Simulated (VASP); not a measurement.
# TiB2 (P6/mmm) in VASP: a series of runs

TiB2 is run at these levels: LDA; tasks: single point.

All numbers are computed with VASP 6.6.1; they aren't measurements. Logs are shortened: lines on timing, memory, paths and dates and some standing lists are left out, and cuts for length are marked.

## (1) The cell of the first run

It takes space group P6/mmm (No. 191, hexagonal). Conventional cell: a = 2.967 Å, b = 2.967 Å, c = 3.162 Å, α = 90.00°, β = 90.00°, γ = 120.00°. Ti (site symmetry 6/mmm) has 12 B at 2.33 Å and 6 Ti at 2.97 Å within 3.1 Å. B (site symmetry -6m2) has 3 B at 1.71 Å within 2.3 Å.

## (2) Single point, LDA (volume scaled by 0.94)

The input, INCAR:

```
SYSTEM = TiB2
  PREC = Accurate
  ENCUT = 520
  EDIFF = 1E-7
  ISMEAR = -1
  SIGMA = 0.05
  LREAL = .False.
  LASPH = .True.
  NELM = 60
  ALGO = Normal
  ISIF = 2
  LWAVE = .False.
  LCHARG = .True.
  LELF = .True.
  LVHAR = .True.
  NBANDS = 16
```

The input, KPOINTS:

```
regular mesh
0
Gamma
  10 10 8
  0 0 0
```

The input, POSCAR:

```
TiB2
1.0
    2.9673622405      0.0000000000      0.0000000000
   -1.4836811203      2.5698110825      0.0000000000
    0.0000000000      0.0000000000      3.1624957934
Ti B
1 2
Direct
    0.0000000000      0.0000000000      0.0000000000
    0.6666666667      0.3333333333      0.5000000000
    0.3333333333      0.6666666667      0.5000000000
```

Potentials or basis: VASP PAW LDA potentials, release 64 (Ti_sv, B).

On the command line:

```bash
$ cat potpaw_LDA.64/Ti_sv/POTCAR potpaw_LDA.64/B/POTCAR > POTCAR
$ mpirun -np 1 vasp_std > vasp.out
```

OUTCAR:

```text
SYSTEM = TiB2
   PREC = Accurate
   ENCUT = 520
   EDIFF = 1E-7
   ISMEAR = -1
   LREAL = .False.
   LASPH = .True.
   NELM = 60
   ISIF = 2

 ion  position               nearest neighbor table
   1  0.000  0.000  0.000-   2 2.33   3 2.33   2 2.33   3 2.33   2 2.33   2 2.33   3 2.33   3 2.33
                             2 2.33   2 2.33   3 2.33   3 2.33
   2  0.667  0.333  0.500-   3 1.71   3 1.71   3 1.71   1 2.33   1 2.33   1 2.33   1 2.33   1 2.33
                             1 2.33
   3  0.333  0.667  0.500-   2 1.71   2 1.71   2 1.71   1 2.33   1 2.33   1 2.33   1 2.33   1 2.33
                             1 2.33

  LATTYP: Found a hexagonal cell.
 ALAT       =     2.9673622405
 C/A-ratio  =     1.0657599366

  Lattice vectors:

 A1 = (   2.9673622405,   0.0000000000,   0.0000000000)
 A2 = (  -1.4836811203,   2.5698110825,   0.0000000000)
 A3 = (   0.0000000000,   0.0000000000,   3.1624957934)

Analysis of symmetry for initial positions (statically):
=====================================================================
 Subroutine PRICEL returns:
 Original cell was already a primitive cell.

 Routine SETGRP: Setting up the symmetry group for a
 hexagonal supercell.

 Subroutine GETGRP returns: Found 24 space group operations
 (whereof 24 operations were pure point group operations)
 out of a pool of 24 trial point group operations.

The static configuration has the point symmetry D_6h.

Analysis of symmetry for dynamics (positions and initial velocities):
=====================================================================
 Subroutine PRICEL returns:
 Original cell was already a primitive cell.

 Routine SETGRP: Setting up the symmetry group for a
 hexagonal supercell.

 Subroutine GETGRP returns: Found 24 space group operations
 (whereof 24 operations were pure point group operations)
 out of a pool of 24 trial point group operations.

The dynamic configuration has the point symmetry D_6h.

 Subroutine INISYM returns: Found 24 space group operations
 (whereof 24 operations are pure point group operations),
 and found     1 'primitive' translations

----------------------------------------------------------------------------------------

                                     Primitive cell

  volume of cell :      24.1158

  direct lattice vectors                    reciprocal lattice vectors
     2.967362240  0.000000000  0.000000000     0.336999638  0.194566832  0.000000000
    -1.483681120  2.569811082  0.000000000     0.000000000  0.389133663  0.000000000
     0.000000000  0.000000000  3.162495793     0.000000000  0.000000000  0.316205954

  length of vectors
     2.967362240  2.967362241  3.162495793     0.389133663  0.389133663  0.316205954

  position of ions in fractional coordinates (direct lattice)
     0.000000000  0.000000000  0.000000000
     0.666666667  0.333333333  0.500000000
     0.333333333  0.666666667  0.500000000

  ion indices of the primitive-cell ions
   primitive index   ion index
                 1           1
                 2           2
                 3           3

----------------------------------------------------------------------------------------

 KPOINTS: regular mesh

Automatic generation of k-mesh.
 Grid dimensions read from file:
 generate k-points for:   10   10    8

 Generating k-lattice:

  Cartesian coordinates                     Fractional coordinates (reciprocal lattice)
     0.033699964  0.019456683  0.000000000     0.100000000  0.000000000  0.000000000
     0.000000000  0.038913366  0.000000000     0.000000000  0.100000000  0.000000000
     0.000000000  0.000000000  0.039525744     0.000000000  0.000000000  0.125000000

  Length of vectors
     0.038913366  0.038913366  0.039525744

  Shift w.r.t. Gamma in fractional coordinates (k-lattice)
     0.000000000  0.000000000  0.000000000

 Subroutine IBZKPT returns following result:
 ===========================================

 Found     70 irreducible k-points:

 Following reciprocal coordinates:
            Coordinates               Weight
  0.000000  0.000000  0.000000      1.000000
  0.100000  0.000000  0.000000      6.000000
  0.200000  0.000000  0.000000      6.000000
  0.300000 -0.000000  0.000000      6.000000
  0.400000  0.000000  0.000000      6.000000
  0.500000  0.000000  0.000000      3.000000
[... 16 lines left out ...]
  0.300000  0.100000  0.125000     24.000000
  0.400000  0.100000  0.125000     24.000000
 [... further k-points ...]
   k-points           NKPTS =     70   k-points in BZ     NKDIM =     70   number of bands    NBANDS=     16
   number of dos      NEDOS =    301   number of ions     NIONS =      3
   total plane-waves  NPLWV =  13824
   dimension x,y,z NGX =    24 NGY =   24 NGZ =   24
   dimension x,y,z NGXF=    48 NGYF=   48 NGZF=   48
   ions per type =               1   2
   NGX,Y,Z   is equivalent  to a cutoff of  13.45, 13.45, 12.62 a.u.
   NGXF,Y,Z  is equivalent  to a cutoff of  26.89, 26.89, 25.23 a.u.
 SYSTEM =  TiB2
   PREC   = accura    normal or accurate (medium, high low for compatibility)
   ISTART =      0    job   : 0-new  1-cont  2-samecut
   ICHARG =      2    charge: 1-file 2-atom 10-const
   ISPIN  =      1    spin polarized calculation?
   LNONCOLLINEAR =      F non collinear calculations
   LSORBIT =      F    spin-orbit coupling
   LASPH  =      T    aspherical Exc in radial PAW
   ENCUT  =  520.0 eV  38.22 Ry    6.18 a.u.   5.52  5.52  5.88*2*pi/ulx,y,z
   NELM   =     60;   NELMIN=  2; NELMDL= -5     # of ELM steps
   EDIFF  = 0.1E-06   stopping-criterion for ELM
   LREAL  =      F    real-space projection
   EDIFFG = 0.1E-05   stopping-criterion for IOM
   NSW    =      0    number of steps for IOM
   IBRION =     -1    ionic relax: 0-MD 1-quasi-New 2-CG
   NFREE  =      0    steps in history (QN), initial steepest desc. (CG)
   ISIF   =      2    stress and relaxation
   ISYM   =      2    0-nonsym 1-usesym 2-fastsym
   POTIM  = 0.5000    time-step for ionic-motion
   TEBEG  =    0.0;   TEEND  =   0.0 temperature during run
   PSTRESS=    0.0 pullay stress
   NELECT =      18.0000    total number of electrons
   NUPDOWN=      -1.0000    fix difference up-down
   EMIN   =  10.00;   EMAX   =-10.00  energy-range for DOS
   EFERMI =   0.00;   METHOD = LEGACY
   ISMEAR =    -1;   SIGMA  =   0.05  broadening in eV -4-tet -1-fermi 0-gaus
   EFERMI_NEDOS =   21; number of points for ismear=-14 and -15
   IALGO  =     38    algorithm
   IMIX   =      4    mixing-type and parameters
     AMIX     =   0.40;   BMIX     =  1.00
     AMIX_MAG =   1.60;   BMIX_MAG =  1.00
  volume/ion in A,a.u.               =       8.04        54.25
  Fermi-wavevector in a.u.,A,eV,Ry     =   1.485018  2.806277 30.004641  2.205279
  Thomas-Fermi vector in A             =   2.598482
   LORBIT       =      0    0 simple, 1 ext, 2 COOP (PROOUT), +10 PAW based schemes
   GGA     = CA    functional components
   LHFCALC =     F    Hartree Fock is set to
   AEXX    =    0.0000 exact exchange contribution
   IVDW    =     0    specifies the selected vdW correction
   LEPSILON=     F    determine dielectric tensor
   LRPA    =     F    only Hartree local field effects (RPA)
 non-spin polarized calculation
  energy-cutoff  :      520.00
  volume of cell :       24.12
 maximum number of plane-waves:       672
 NGX is ok and might be reduce to    24
   NGX = 11   NGY = 11   NGZ = 11

 number of electron      17.9999999 magnetization

 Free energy of the ion-electron system (eV)
  ---------------------------------------------------
  ext. energy  EPLUGINS =         0.00000000
  ---------------------------------------------------
  free energy    TOTEN  =       -26.90415996 eV

  energy without entropy =      -26.89800243  energy(sigma->0) =      -26.90108119

 E-fermi :  10.5507     XC(G=0): -13.2521

 val. band max:       10.5212062470   @ k =   0.2000   0.2000   0.1250
 cond. band min:      10.5517964230   @ k =   0.3000   0.2000   0.0000
 fundamental gap:      0.0305901760
 Fermi energy:        10.5506502640

 k-point     1 :       0.0000    0.0000    0.0000
  band No.  band energies     occupation
      1     -45.4759      2.00000
      2     -22.2281      2.00000
      3     -21.8636      2.00000
      4     -21.8636      2.00000
      5      -3.0014      2.00000
      6       7.8984      2.00000
[... 8 lines left out ...]
     15      16.7066      0.00000
     16      18.2719      0.00000

 k-point     2 :       0.1000    0.0000    0.0000
  band No.  band energies     occupation
      1     -45.4687      2.00000
      2     -22.2194      2.00000
      3     -21.9151      2.00000
      4     -21.8752      2.00000
      5      -2.8012      2.00000
      6       7.3702      2.00000
[... 8 lines left out ...]
     15      17.8489      0.00000
     16      18.8693      0.00000

 k-point     3 :       0.2000    0.0000    0.0000
  band No.  band energies     occupation
      1     -45.4499      2.00000
      2     -22.1965      2.00000
      3     -22.0480      2.00000
      4     -21.9053      2.00000
      5      -2.2200      2.00000
      6       6.0808      2.00000
[... 8 lines left out ...]
     15      18.8389      0.00000
     16      20.0484      0.00000

 k-point     4 :       0.3000   -0.0000    0.0000
  band No.  band energies     occupation
      1     -45.4265      2.00000
      2     -22.2089      2.00000
      3     -22.1682      2.00000
      4     -21.9422      2.00000
      5      -1.3074      2.00000
      6       4.4917      2.00000
[... 8 lines left out ...]
     15      18.6704      0.00000
     16      20.3692      0.00000

 k-point     5 :       0.4000    0.0000    0.0000
  band No.  band energies     occupation
      1     -45.4074      2.00000
      2     -22.3364      2.00000
      3     -22.1452      2.00000
      4     -21.9719      2.00000
      5      -0.1268      2.00000
      6       2.8629      2.00000
[... 8 lines left out ...]
     15      18.6911      0.00000
     16      19.8986      0.00000

 k-point     6 :       0.5000    0.0000    0.0000
  band No.  band energies     occupation
      1     -45.4001      2.00000
      2     -22.3846      2.00000
      3     -22.1364      2.00000
      4     -21.9832      2.00000
      5       1.0767      2.00000
      6       1.5048      2.00000
[... 8 lines left out ...]
     15      18.6450      0.00000
     16      19.6925      0.00000

 k-point     7 :       0.1000    0.1000    0.0000
  band No.  band energies     occupation
      1     -45.4557      2.00000
      2     -22.2036      2.00000
      3     -22.0034      2.00000
      4     -21.8998      2.00000
      5      -2.4103      2.00000
      6       6.5735      2.00000
[... 8 lines left out ...]
     15      18.9113      0.00000
     16      19.1505      0.00000

 k-point     8 :       0.2000    0.1000    0.0000
  band No.  band energies     occupation
      1     -45.4346      2.00000
      2     -22.1780      2.00000
      3     -22.1410      2.00000
      4     -21.9425      2.00000
      5      -1.6627      2.00000
      6       5.2839      2.00000
[... 8 lines left out ...]
     15      19.0103      0.00000
     16      20.4413      0.00000

 k-point     9 :       0.3000    0.1000    0.0000
  band No.  band energies     occupation
      1     -45.4133      2.00000
      2     -22.2755      2.00000
      3     -22.1523      2.00000
      4     -21.9855      2.00000
      5      -0.6130      2.00000
      6       3.7441      2.00000
[... 8 lines left out ...]
     15      19.1183      0.00000
     16      20.3780      0.00000
[... 172 lines left out ...]
 k-point    19 :       0.4000    0.0000    0.1250
  band No.  band energies     occupation
      1     -45.4045      2.00000
      2     -22.3305      2.00000
      3     -22.1799      2.00000
      4     -21.9677      2.00000
      5      -0.0108      2.00000
      6       2.8618      2.00000
[... 8 lines left out ...]
     15      19.3454      0.00000
     16      20.7999      0.00000

 k-point    20 :       0.5000    0.0000    0.1250
  band No.  band energies     occupation
      1     -45.3972      2.00000
      2     -22.3783      2.00000
      3     -22.1706      2.00000
      4     -21.9789      2.00000
      5       1.2969      2.00000
      6       1.3867      2.00000
[... 8 lines left out ...]
     15      19.6609      0.00000
     16      20.5031      0.00000

 k-point    21 :       0.1000    0.1000    0.1250
  band No.  band energies     occupation
      1     -45.4527      2.00000
      2     -22.2418      2.00000
      3     -21.9992      2.00000
      4     -21.8963      2.00000
      5      -2.2085      2.00000
      6       6.6668      2.00000
[... 8 lines left out ...]
     15      18.5697      0.00000
     16      19.1475      0.00000

 k-point    22 :       0.2000    0.1000    0.1250
  band No.  band energies     occupation
      1     -45.4316      2.00000
      2     -22.2151      2.00000
      3     -22.1356      2.00000
      4     -21.9387      2.00000
      5      -1.4911      2.00000
      6       5.3140      2.00000
[... 8 lines left out ...]
     15      19.3276      0.00000
     16      20.6733      0.00000

 k-point    23 :       0.3000    0.1000    0.1250
  band No.  band energies     occupation
      1     -45.4104      2.00000
      2     -22.2701      2.00000
      3     -22.1872      2.00000
      4     -21.9812      2.00000
      5      -0.4833      2.00000
      6       3.7440      2.00000
[... 8 lines left out ...]
     15      19.6662      0.00000
     16      20.9641      0.00000

 k-point    24 :       0.4000    0.1000    0.1250
  band No.  band energies     occupation
      1     -45.3972      2.00000
      2     -22.3512      2.00000
      3     -22.1707      2.00000
      4     -22.0074      2.00000
      5       0.7610      2.00000
      6       2.1907      2.00000
[... 8 lines left out ...]
     15      20.0124      0.00000
     16      20.7002      0.00000

 [... further k-points ...]
[... 5 lines left out ...]
  --------------------------------------------------------------------------------------
  -------------------------------------------------------------------------------------
  Total        1.1356044      1.1356044      0.4312666     -0.0000000      0.0000000      0.0000000
  in kB       75.4459513     75.4459513     28.6519840     -0.0000000      0.0000000      0.0000000
  external PRESSURE =      59.8479622 kB  Pullay stress =       0.0000000 kB

 VOLUME and BASIS-vectors are now :
 -----------------------------------------------------------------------------
  energy-cutoff  :      520.00
  volume of cell :       24.12
      direct lattice vectors                 reciprocal lattice vectors
     2.967362240  0.000000000  0.000000000     0.336999638  0.194566832  0.000000000
    -1.483681120  2.569811082  0.000000000     0.000000000  0.389133663  0.000000000
     0.000000000  0.000000000  3.162495793     0.000000000  0.000000000  0.316205954

 POSITION                                       TOTAL-FORCE (eV/Angst)
 -----------------------------------------------------------------------------------
      0.00000      0.00000      0.00000         0.000000      0.000000     -0.000000
      1.48368      0.85660      1.58125        -0.000000      0.000000     -0.000000
     -0.00000      1.71321      1.58125         0.000000      0.000000      0.000000
 -----------------------------------------------------------------------------------
    total drift:                               -0.000000      0.000000      0.000000

  FREE ENERGIE OF THE ION-ELECTRON SYSTEM (eV)
  ---------------------------------------------------
  free  energy   TOTEN  =       -26.9041599566 eV

  energy  without entropy=      -26.8980024308  energy(sigma->0) =      -26.90108119
```

It took 8.4 s on 1 thread of Intel Xeon 6975P-C (Granite Rapids), shared host; peak memory 0.14 GiB.

Results:

| Property | Result |
| --- | --- |
| Free energy | -26.9042 eV |
| Pressure | 6.0 GPa |
| Band gap on the k mesh | zero (band 9 reaches 11.03 eV, above the bottom of band 10 at 10.43 eV) |

Stress tensor (GPa, compression positive):
```
7.54 0.00 0.00
0.00 7.54 0.00
0.00 0.00 2.87
```

Levels at points of the mesh, in eV from the Fermi level:
| k point | band 5 | band 6 | band 7 | band 8 | band 9 | band 10 | band 11 | band 12 | band 13 | band 14 |
| --- | --- | --- | --- | --- | --- | --- | --- | --- | --- | --- |
| (0.00, 0.00, 0.00) | -13.55 | -2.65 | -2.65 | -2.20 | -2.20 | 2.13 | 2.13 | 4.00 | 4.00 | 6.16 |
| (0.50, 0.00, 0.00) | -9.47 | -9.05 | -3.33 | -3.24 | -2.35 | 1.52 | 3.05 | 3.58 | 3.64 | 7.97 |
| (0.00, 0.00, 0.50) | -11.42 | -7.70 | -0.46 | -0.46 | -0.12 | -0.12 | 0.53 | 0.53 | 1.84 | 6.89 |
| (0.50, 0.00, 0.50) | -9.79 | -7.47 | -4.78 | -3.93 | -2.97 | 2.77 | 3.25 | 5.03 | 5.03 | 6.00 |

## (3) Single point, LDA (volume scaled by 0.96)

The input, INCAR:

```
PREC = Accurate
ENCUT = 520
EDIFF = 1E-7
ISMEAR = -1
SIGMA = 0.05
LREAL = F
LASPH = T
NELM = 80
ALGO = Normal
ISIF = 2
LWAVE = F
LCHARG = T
LELF = T
LVHAR = T
NBANDS = 16
```

The input, KPOINTS:

```
regular mesh
0
Gamma
  10 10 8
```

The input, POSCAR:

```
TiB2
1.0
    2.9882598462      0.0000000000      0.0000000000
   -1.4941299231      2.5879089399      0.0000000000
    0.0000000000      0.0000000000      3.1847676243
Ti B
1 2
Direct
    0.0000000000      0.0000000000      0.0000000000
    0.6666666667      0.3333333333      0.5000000000
    0.3333333333      0.6666666667      0.5000000000
```

Potentials or basis: VASP PAW LDA potentials, release 64 (Ti_sv, B).

On the command line:

```bash
$ cat potpaw_LDA.64/Ti_sv/POTCAR potpaw_LDA.64/B/POTCAR > POTCAR
$ mpirun -np 1 vasp_std > vasp.out
```

It took 8.4 s on 1 thread of Intel Xeon 6975P-C (Granite Rapids), shared host; peak memory 0.14 GiB.

The run converged. Its results:

```
Free energy            : -26.9137 eV
Pressure               : -0.1 GPa
Band gap on the k mesh : zero (band 9 reaches 10.78 eV, above the bottom of band 10 at 10.19 eV)
```

Stress tensor (GPa, compression positive):
```
 1.00  0.00  0.00
 0.00  1.00  0.00
 0.00  0.00 -2.39
```

Levels at points of the mesh, in eV from the Fermi level:
| k point | band 7 | band 8 | band 9 | band 10 | band 11 | band 12 |
| --- | --- | --- | --- | --- | --- | --- |
| (0.00, 0.00, 0.00) | -2.61 | -2.20 | -2.15 | 2.06 | 2.06 | 3.90 |
| (0.50, 0.00, 0.00) | -3.26 | -3.21 | -2.29 | 1.48 | 2.96 | 3.47 |
| (0.00, 0.00, 0.50) | -0.46 | -0.46 | -0.12 | -0.12 | 0.51 | 0.51 |
| (0.50, 0.00, 0.50) | -4.70 | -3.86 | -2.98 | 2.68 | 3.15 | 4.86 |
